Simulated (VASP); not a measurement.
A run of VASP 6.6.1:

The input INCAR:

```
PREC = Accurate
ENCUT = 520
EDIFF = 1E-6
ISMEAR = 0
SIGMA = 0.1
LREAL = F
LASPH = T
NELM = 100
ALGO = Fast
ISIF = 2
LWAVE = F
LCHARG = F
GGA = PE
NBANDS = 81
```

KPOINTS

```
regular mesh
0
Gamma
  18 18 2
```

The input POSCAR:

```
Mo2Ru3
1.0
    2.7645906109      0.0000000000      0.0000000000
   -1.3822953054      2.3942057001      0.0000000000
    0.0000000000      0.0000000000     22.0135468443
Mo Ru
4 6
Direct
    0.3333333333      0.6666666667      0.6487154453
    0.3333333333      0.6666666667      0.8512845547
    0.6666666667      0.3333333333      0.1487154453
    0.6666666667      0.3333333333      0.3512845547
    0.3333333333      0.6666666667      0.0495969365
    0.3333333333      0.6666666667      0.2500000000
    0.3333333333      0.6666666667      0.4504030635
    0.6666666667      0.3333333333      0.7500000000
    0.6666666667      0.3333333333      0.9504030635
    0.6666666667      0.3333333333      0.5495969365
```

Potentials or basis: VASP PAW PBE potentials, release 64 (Mo_sv, Ru_pv).

The run is started by

```bash
$ cat potpaw_PBE.64/Mo_sv/POTCAR potpaw_PBE.64/Ru_pv/POTCAR > POTCAR
$ mpirun -np 1 vasp_std > vasp.out
```

Hardware: 1 thread of AMD EPYC 9R45 96-Core Processor (Zen 5) (shared host).

Q: How long does it take, and how much memory?

A: Wall time 15 min on 1 thread of AMD EPYC 9R45 96-Core Processor (Zen 5), with other jobs on the host, peak memory 0.7 GiB. Counts: scf iterations 24, k points 74.
